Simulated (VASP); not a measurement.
The system is WSe.

```
CELL_PARAMETERS angstrom
3.14857 0.00000 0.00000
0.00000 3.14857 0.00000
0.00000 0.00000 3.14857
ATOMIC_POSITIONS crystal
W 0.00000 0.00000 0.00000
Se 0.50000 0.50000 0.50000
```

Base run:

* Program: VASP 6.6.1
* Functional: PBE
* Potentials or basis: VASP PAW PBE potentials, release 64 (W_sv, Se)
* Cutoff: 520 eV
* k mesh: 14 × 14 × 14
* Occupations: gaussian, width 0.1 eV
* Spin: collinear spin, ferromagnetic start
* Starting moments: [2.5, 0.0] μB

Its results: pressure 0.4 GPa; net moment 0.00 μB per cell.

Q: The run is repeated on the same cell with these changes: occupations from gaussian, width 0.1 eV to gaussian, width 0.05 eV; hubbard terms from none to W d U = 5.0 eV. What comes out?

A: Pressure 16.9 GPa; net moment 1.51 μB per cell; site moments W +1.37; Se -0.11 μB.
